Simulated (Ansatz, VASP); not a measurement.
# One calculation of Al6H, two programs

The input INCAR:

```
SYSTEM = Al6H
PREC = Accurate
ENCUT = 520
EDIFF = 1E-7
ISMEAR = 0
SIGMA = 0.1
LREAL = .False.
LASPH = .True.
NELM = 100
ALGO = Normal
ISIF = 2
LWAVE = .False.
LCHARG = .False.
LDIPOL = .True.
IDIPOL = 3
DIPOL = 0.5 0.5 0.301
GGA = PE
NBANDS = 32
```

KPOINTS

```
regular mesh
0
Gamma
  5 5 1
  0 0 0
```

The input POSCAR:

```
Al6H
1.0
    5.7135165837      0.0000000000      0.0000000000
    0.0000000000      5.7135165837      0.0000000000
    0.0000000000      0.0000000000     22.1746954375
Al H
12 2
Direct
    0.2500000000      0.2500000000      0.1803857921
    0.2500000000      0.7500000000      0.1803857921
    0.7500000000      0.2500000000      0.1803857921
    0.7500000000      0.7500000000      0.1803857921
    0.0000000000      0.0000000000      0.2744050924
    0.0000000000      0.5000000000      0.2744050924
    0.5000000000      0.0000000000      0.2744050924
    0.5000000000      0.5000000000      0.2744050924
    0.2500000000      0.2500000000      0.3686497278
    0.2500000000      0.7500000000      0.3686497278
    0.7500000000      0.2500000000      0.3686497278
    0.7500000000      0.7500000000      0.3686497278
    0.0000000000     -0.0568826563      0.4610974462
    0.0000000000      0.0568826563      0.4610974462
```

Input for Ansatz:

```yaml
crystal:
  lattice:
    - [5.7135165837, 0.0, 0.0]
    - [0.0, 5.7135165837, 0.0]
    - [0.0, 0.0, 22.1746954375]
  atoms:
    - { symbol: Al, position: [0.25, 0.25, 0.1803857921] }
    - { symbol: Al, position: [0.25, 0.75, 0.1803857921] }
    - { symbol: Al, position: [0.75, 0.25, 0.1803857921] }
    - { symbol: Al, position: [0.75, 0.75, 0.1803857921] }
    - { symbol: Al, position: [0.0, 0.0, 0.2744050924] }
    - { symbol: Al, position: [0.0, 0.5, 0.2744050924] }
    - { symbol: Al, position: [0.5, 0.0, 0.2744050924] }
    - { symbol: Al, position: [0.5, 0.5, 0.2744050924] }
    - { symbol: Al, position: [0.25, 0.25, 0.3686497278] }
    - { symbol: Al, position: [0.25, 0.75, 0.3686497278] }
    - { symbol: Al, position: [0.75, 0.25, 0.3686497278] }
    - { symbol: Al, position: [0.75, 0.75, 0.3686497278] }
    - { symbol: H, position: [0.0, -0.0568826563, 0.4610974462] }
    - { symbol: H, position: [0.0, 0.0568826563, 0.4610974462] }
basis:
  ecutwfc: 420
kpoints:
  mp_grid: { grid: [5, 5, 1] }
hamiltonian:
  xc: pbe
  pseudopotentials: { kind: paw, azcp: { folder: soft_1 } }
scf:
  occupations: { method: gaussian, width: 0.1 }
output:
  forces: true
  eigenvalues: true
efield:
  axis: 3
  dipole_correction: true
  ramp_width: 0.04
```

Alike in both runs: task single point; functional PBE; k mesh 5 × 5 × 1; occupations gaussian, width 0.1 eV; no spin polarisation.

```csv
,VASP,Ansatz
version,VASP 6.6.1,Ansatz 0.2.0
potentials or method,"VASP PAW PBE potentials, release 64 (Al, H), cutoff 520 eV","scalar-relativistic, plane waves, PAW"
valence electrons in the cell,38,38
```

```tsv
	VASP	Ansatz	Ansatz less VASP
gap on the k mesh at the Fermi level (eV)	none	none	-
rms of the force components (eV/Å)	1.106	1.099	-0.0075
```

Atom by atom the forces differ by 0.008 eV/Å (rms over components). A gap of «none» marks a metal or a gap that the smearing closes. The functional is the same, so the differences come from potentials, cutoffs and numerics.
